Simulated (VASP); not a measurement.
# Ir (Im-3m) in VASP: a series of runs, part 2 of 2

VASP 6.6.1.

## Step 3: Single point, LDA

This run uses another cell than the first one, of 14.36 Å³/atom.

INCAR reads:

```
SYSTEM = Ir
  ALGO = Normal
  EDIFF = 1E-6
  ENCUT = 560
  GGA = CA
  GGA_COMPAT = .FALSE.
  ISIF = 2
  ISMEAR = -1
  LASPH = .TRUE.
  LCHARG = .TRUE.
  LELF = .TRUE.
  LREAL = .FALSE.
  LVHAR = .TRUE.
  LWAVE = .FALSE.
  NBANDS = 14
  NELM = 120
  PREC = Accurate
  SIGMA = 0.15
```

KPOINTS reads:

```
k-points
0
G
  16 16 16
  0 0 0
```

POSCAR reads:

```
Ir
1.0
   -1.5313032434      1.5313032434      1.5313032434
    1.5313032434     -1.5313032434      1.5313032434
    1.5313032434      1.5313032434     -1.5313032434
Ir
1
Direct
    0.0000000000      0.0000000000      0.0000000000
```

Potentials or basis: VASP PAW LDA potentials, release 64 (Ir_sv_GW).

Command:

```bash
> cat potpaw_LDA.64/Ir_sv_GW/POTCAR > POTCAR
> mpirun -np 1 vasp_std > vasp.out
```

OUTCAR:

```text
SYSTEM = Ir
   EDIFF = 1E-6
   ENCUT = 560
   GGA = CA
   ISIF = 2
   ISMEAR = -1
   LASPH = .TRUE.
   LREAL = .FALSE.
   NELM = 120
   PREC = Accurate

 ion  position               nearest neighbor table
   1  0.000  0.000  0.000-

  LATTYP: Found a body centered cubic cell.
 ALAT       =     3.0626064868

  Lattice vectors:

 A1 = (  -1.5313032434,   1.5313032434,   1.5313032434)
 A2 = (   1.5313032434,  -1.5313032434,   1.5313032434)
 A3 = (   1.5313032434,   1.5313032434,  -1.5313032434)

Analysis of symmetry for initial positions (statically):
=====================================================================
 Subroutine PRICEL returns:
 Original cell was already a primitive cell.

 Routine SETGRP: Setting up the symmetry group for a
 body centered cubic supercell.

 Subroutine GETGRP returns: Found 48 space group operations
 (whereof 48 operations were pure point group operations)
 out of a pool of 48 trial point group operations.

The static configuration has the point symmetry O_h .

Analysis of symmetry for dynamics (positions and initial velocities):
=====================================================================
 Subroutine PRICEL returns:
 Original cell was already a primitive cell.

 Routine SETGRP: Setting up the symmetry group for a
 body centered cubic supercell.

 Subroutine GETGRP returns: Found 48 space group operations
 (whereof 48 operations were pure point group operations)
 out of a pool of 48 trial point group operations.

The dynamic configuration has the point symmetry O_h .

 Subroutine INISYM returns: Found 48 space group operations
 (whereof 48 operations are pure point group operations),
 and found     1 'primitive' translations

----------------------------------------------------------------------------------------

                                     Primitive cell

  volume of cell :      14.3629

  direct lattice vectors                    reciprocal lattice vectors
    -1.531303243  1.531303243  1.531303243     0.000000000  0.326519259  0.326519259
     1.531303243 -1.531303243  1.531303243     0.326519259  0.000000000  0.326519259
     1.531303243  1.531303243 -1.531303243     0.326519259  0.326519259  0.000000000

  length of vectors
     2.652295019  2.652295019  2.652295019     0.461767964  0.461767964  0.461767964

  position of ions in fractional coordinates (direct lattice)
     0.000000000  0.000000000  0.000000000

  ion indices of the primitive-cell ions
   primitive index   ion index
                 1           1

----------------------------------------------------------------------------------------

 KPOINTS: k-points

Automatic generation of k-mesh.
 Grid dimensions read from file:
 generate k-points for:   16   16   16

 Generating k-lattice:

  Cartesian coordinates                     Fractional coordinates (reciprocal lattice)
     0.000000000  0.020407454  0.020407454     0.062500000  0.000000000  0.000000000
     0.020407454  0.000000000  0.020407454     0.000000000  0.062500000  0.000000000
     0.020407454  0.020407454  0.000000000     0.000000000  0.000000000  0.062500000

  Length of vectors
     0.028860498  0.028860498  0.028860498

  Shift w.r.t. Gamma in fractional coordinates (k-lattice)
     0.000000000  0.000000000  0.000000000

 Subroutine IBZKPT returns following result:
 ===========================================

 Found    145 irreducible k-points:

 Following reciprocal coordinates:
            Coordinates               Weight
  0.000000  0.000000  0.000000      1.000000
  0.062500  0.000000  0.000000     12.000000
  0.125000  0.000000  0.000000     12.000000
  0.187500  0.000000  0.000000     12.000000
  0.250000  0.000000  0.000000     12.000000
  0.312500  0.000000  0.000000     12.000000
[... 16 lines left out ...]
  0.187500  0.187500  0.000000     24.000000
  0.250000  0.187500 -0.000000     48.000000
 [... further k-points ...]
   k-points           NKPTS =    145   k-points in BZ     NKDIM =    145   number of bands    NBANDS=     14
   number of dos      NEDOS =    301   number of ions     NIONS =      1
   total plane-waves  NPLWV =   8000
   dimension x,y,z NGX =    20 NGY =   20 NGZ =   20
   dimension x,y,z NGXF=    40 NGYF=   40 NGZF=   40
   ions per type =               1
   NGX,Y,Z   is equivalent  to a cutoff of  12.54, 12.54, 12.54 a.u.
   NGXF,Y,Z  is equivalent  to a cutoff of  25.07, 25.07, 25.07 a.u.
 SYSTEM =  Ir
   PREC   = accura    normal or accurate (medium, high low for compatibility)
   ISTART =      0    job   : 0-new  1-cont  2-samecut
   ICHARG =      2    charge: 1-file 2-atom 10-const
   ISPIN  =      1    spin polarized calculation?
   LNONCOLLINEAR =      F non collinear calculations
   LSORBIT =      F    spin-orbit coupling
   LASPH  =      T    aspherical Exc in radial PAW
   ENCUT  =  560.0 eV  41.16 Ry    6.42 a.u.   5.12  5.12  5.12*2*pi/ulx,y,z
   NELM   =    120;   NELMIN=  2; NELMDL= -5     # of ELM steps
   EDIFF  = 0.1E-05   stopping-criterion for ELM
   LREAL  =      F    real-space projection
   EDIFFG = 0.1E-04   stopping-criterion for IOM
   NSW    =      0    number of steps for IOM
   IBRION =     -1    ionic relax: 0-MD 1-quasi-New 2-CG
   NFREE  =      0    steps in history (QN), initial steepest desc. (CG)
   ISIF   =      2    stress and relaxation
   ISYM   =      2    0-nonsym 1-usesym 2-fastsym
   POTIM  = 0.5000    time-step for ionic-motion
   TEBEG  =    0.0;   TEEND  =   0.0 temperature during run
   PSTRESS=    0.0 pullay stress
   NELECT =      17.0000    total number of electrons
   NUPDOWN=      -1.0000    fix difference up-down
   EMIN   =  10.00;   EMAX   =-10.00  energy-range for DOS
   EFERMI =   0.00;   METHOD = LEGACY
   ISMEAR =    -1;   SIGMA  =   0.15  broadening in eV -4-tet -1-fermi 0-gaus
   EFERMI_NEDOS =   21; number of points for ismear=-14 and -15
   IALGO  =     38    algorithm
   IMIX   =      4    mixing-type and parameters
     AMIX     =   0.40;   BMIX     =  1.00
     AMIX_MAG =   1.60;   BMIX_MAG =  1.00
  volume/ion in A,a.u.               =      14.36        96.93
  Fermi-wavevector in a.u.,A,eV,Ry     =   1.731716  3.272468 40.801687  2.998839
  Thomas-Fermi vector in A             =   2.806029
   LORBIT       =      0    0 simple, 1 ext, 2 COOP (PROOUT), +10 PAW based schemes
   GGA     = CA    functional components
   LHFCALC =     F    Hartree Fock is set to
   AEXX    =    0.0000 exact exchange contribution
   IVDW    =     0    specifies the selected vdW correction
   LEPSILON=     F    determine dielectric tensor
   LRPA    =     F    only Hartree local field effects (RPA)
 non-spin polarized calculation
  energy-cutoff  :      560.00
  volume of cell :       14.36
 maximum number of plane-waves:       456
   NGX = 11   NGY = 11   NGZ = 11

 number of electron      17.0000000 magnetization

 Free energy of the ion-electron system (eV)
  ---------------------------------------------------
  ext. energy  EPLUGINS =         0.00000000
  ---------------------------------------------------
  free energy    TOTEN  =       -10.29962571 eV

  energy without entropy =      -10.15757923  energy(sigma->0) =      -10.22860247

 E-fermi :  12.1264     XC(G=0): -14.6739

 val. band max:       12.1188395830   @ k =  -0.3125   0.3125   0.0625
 cond. band min:      12.1293376835   @ k =   0.2500   0.1875  -0.0000
 fundamental gap:      0.0104981005
 Fermi energy:        12.1263989318

 k-point     1 :       0.0000    0.0000    0.0000
  band No.  band energies     occupation
      1     -79.9355      2.00000
      2     -36.6285      2.00000
      3     -36.6285      2.00000
      4     -36.6285      2.00000
      5       1.4413      2.00000
      6       8.4517      2.00000
      7       8.4517      2.00000
      8       8.4517      2.00000
      9      11.5754      1.95048
     10      11.5754      1.95048
     11      28.3490      0.00000
     12      28.3490      0.00000
     13      28.3490      0.00000
     14      40.3036      0.00000

 k-point     2 :       0.0625    0.0000    0.0000
  band No.  band energies     occupation
      1     -79.9327      2.00000
      2     -36.6590      2.00000
      3     -36.6388      2.00000
      4     -36.6284      2.00000
      5       1.6239      2.00000
      6       8.3667      2.00000
      7       8.4461      2.00000
      8       8.6121      2.00000
      9      11.4559      1.97736
     10      11.5803      1.94888
[... 362 lines left out ...]
 k-point    24 :       0.2500    0.1875   -0.0000
  band No.  band energies     occupation
      1     -79.8744      2.00000
      2     -37.2373      2.00000
      3     -36.8844      2.00000
      4     -36.6938      2.00000
      5       5.4345      2.00000
      6       7.1523      2.00000
      7       8.0407      2.00000
      8      10.9872      1.99899
      9      12.1293      0.99020
     10      14.4369      0.00000
     11      23.5629      0.00000
     12      26.6209      0.00000
     13      29.2046      0.00000
     14      33.1997      0.00000

 [... further k-points ...]
[... 5 lines left out ...]
  --------------------------------------------------------------------------------------
  -------------------------------------------------------------------------------------
  Total       -0.0445418     -0.0445418     -0.0445418     -0.0000000      0.0000000     -0.0000000
  in kB       -4.9686114     -4.9686114     -4.9686114     -0.0000000      0.0000000     -0.0000000
  external PRESSURE =      -4.9686114 kB  Pullay stress =       0.0000000 kB

 VOLUME and BASIS-vectors are now :
 -----------------------------------------------------------------------------
  energy-cutoff  :      560.00
  volume of cell :       14.36
      direct lattice vectors                 reciprocal lattice vectors
    -1.531303243  1.531303243  1.531303243     0.000000000  0.326519259  0.326519259
     1.531303243 -1.531303243  1.531303243     0.326519259  0.000000000  0.326519259
     1.531303243  1.531303243 -1.531303243     0.326519259  0.326519259  0.000000000

 POSITION                                       TOTAL-FORCE (eV/Angst)
 -----------------------------------------------------------------------------------
      0.00000      0.00000      0.00000        -0.000000      0.000000     -0.000000
 -----------------------------------------------------------------------------------
    total drift:                                0.000000     -0.000000      0.000000

  FREE ENERGIE OF THE ION-ELECTRON SYSTEM (eV)
  ---------------------------------------------------
  free  energy   TOTEN  =       -10.2996257050 eV

  energy  without entropy=      -10.1575792316  energy(sigma->0) =      -10.22860247
```

Run time: 17 s. Hardware: 1 thread of AMD EPYC 7R13 (Zen 3), shared host; peak memory 0.12 GiB.

Results:

```yaml
Free_energy: -10.2996 eV
Pressure: -0.5 GPa
Band_gap_on_the_k_mesh: zero (an odd number of electrons rules out a gap without spin polarisation)
```

Caveat: spin-orbit coupling is left out, which moves the levels of the heavy elements.
